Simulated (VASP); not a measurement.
Set up this calculation in VASP 6.6.1, as the native input.

| Property | Result |
| --- | --- |
| Task | single point |
| Functional | PBEsol |
| Potentials or basis | VASP PAW PBE potentials, release 64 (Mg, S) |
| Cutoff | 600 eV |
| k mesh | 8 × 8 × 8 |
| Occupations | gaussian, width 0.05 eV |
| Spin | no spin polarisation |
| Dipole correction | no |
| Further INCAR settings | ALGO = Normal; EDIFF = 1e-06; NBANDS = 11 |

The structure of MgS lies in POSCAR:

```
MgS
1.0
    0.0000000000      2.5366087500      2.7317325000
    2.5366087500      0.0000000000      2.7317325000
    2.5366087500      2.5366087500      0.0000000000
Mg S
1 1
Direct
    0.0000000000      0.0000000000      0.0000000000
    0.5000000000      0.5000000000      0.5000000000
```

This cell differs from its parent crystal: strain -0.025 along x and y, +0.050 along z.

One way to write it, as run:

INCAR

```
PREC = Accurate
ENCUT = 600
EDIFF = 1E-6
ISMEAR = 0
SIGMA = 0.05
LREAL = F
LASPH = T
NELM = 120
ALGO = Normal
ISIF = 2
LWAVE = F
LCHARG = T
GGA = PS
LELF = T
LVHAR = T
NBANDS = 11
GGA_COMPAT = F
```

KPOINTS

```
Automatic mesh
0
Gamma
  8 8 8
```

Potentials or basis: VASP PAW PBE potentials, release 64 (Mg, S).

The run is started by

```console
$ cat potpaw_PBE.64/Mg/POTCAR potpaw_PBE.64/S/POTCAR > POTCAR
$ mpirun -np 1 vasp_std > vasp.out
```

Results of the run:

```yaml
Pressure: -0.1 GPa
Band_gap_on_the_k_mesh: 2.46 eV, indirect (least direct gap 3.44 eV)
```

Caveat: the cell differs from its parent crystal (strain -0.025 along x and y, +0.050 along z); the PAW data sets were made with another functional, which shifts forces and pressure a little.

Run time: 41 s on 1 thread of Intel Xeon 8259CL, on a shared host, peak memory 0.18 GiB.
